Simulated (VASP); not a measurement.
Write the native input for VASP 6.6.1 that does the following.

| Quantity | Value |
| --- | --- |
| Task | single point |
| Functional | PBE |
| Dispersion | D3(BJ) |
| Potentials or basis | VASP PAW PBE potentials, release 64 (Se) |
| Cutoff | 520 eV |
| k mesh | 12 × 12 × 8 |
| Occupations | gaussian, width 0.02 eV |
| Spin | no spin polarisation |
| Dipole correction | no |
| Further INCAR settings | ALGO = Normal; EDIFF = 1e-07; NBANDS = 16 |

The structure of Se lies in POSCAR:

```
Se
1.0
    3.8760493381      0.0000000000      0.0000000000
   -1.9380246691      3.3567571931      0.0000000000
    0.0000000000      0.0000000000      5.1495666936
Se
3
Direct
    0.2624004263      0.0000000000      0.1666666667
    0.0000000000      0.2624004263      0.8333333333
    0.7375995737      0.7375995737      0.5000000000
```

One way to write it, as run:

INCAR

```
PREC = Accurate
ENCUT = 520
EDIFF = 1E-7
ISMEAR = 0
SIGMA = 0.02
LREAL = False
LASPH = True
NELM = 100
ALGO = Normal
ISIF = 2
LWAVE = False
LCHARG = False
GGA = PE
IVDW = 12
NBANDS = 16
```

KPOINTS

```
Automatic mesh
0
Gamma
  12 12 8
```

Potentials or basis: VASP PAW PBE potentials, release 64 (Se).

The run is started by

```bash
$ cat potpaw_PBE.64/Se/POTCAR > POTCAR
$ mpirun -np 1 vasp_std > vasp.out
```

It gave:

| Item | Value |
| --- | --- |
| Pressure | 3.1 GPa |
| Largest force | 0.017 eV/Å |
| Band gap on the k mesh | 0.22 eV, direct |
| Dispersion energy per atom | -0.393 eV |

Wall time 64 s on 1 thread of AMD EPYC 9R45 96-Core Processor (Zen 5), with other jobs on the host, peak memory 0.23 GiB.
